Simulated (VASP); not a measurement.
Runs of VASP 6.6.1 on AlN. Symmetry: P6_3mc, No. 186, hexagonal system. Conventional cell: a = 3.113 Å, b = 3.113 Å, c = 4.981 Å, α = 90.00°, β = 90.00°, γ = 120.00°. Within 2.5 Å of Al (site symmetry 3m) lie 4 N at 1.89 Å. N (site symmetry 3m) has 4 Al at 1.89 Å within 2.5 Å. 

```tsv
level	potentials or basis	cutoff (eV)	gap on the mesh (eV)	pressure (GPa)	largest force (eV/Å)
LDA	VASP PAW LDA potentials, release 64 (Al, N)	600	(a)	(b)	0.12
PBE	VASP PAW PBE potentials, release 64 (Al, N)	600	4.22	3.3	0.13
BLYP	VASP PAW PBE potentials, release 64 (Al, N)	600	4.50	6.9	0.12
PBEsol	VASP PAW PBE potentials, release 64 (Al, N)	600	4.15	0.0	0.13
r2SCAN	VASP PAW PBE potentials, release 64 (Al, N)	660	4.90	-1.3	0.12
```

Alike in all rows: task single point; no spin polarisation; cell as given; k mesh 7 × 7 × 4; smearing gaussian 0.01 eV.

**Question.** Estimate the missing entries.

**Answer.** (a) 4.25; (b) -4.2.

Caveats: the PAW data sets were made with another functional, which shifts forces and pressure a little (at least some runs); the cell stands under pressure (at least some runs); the cell stands under tension (at least some runs).

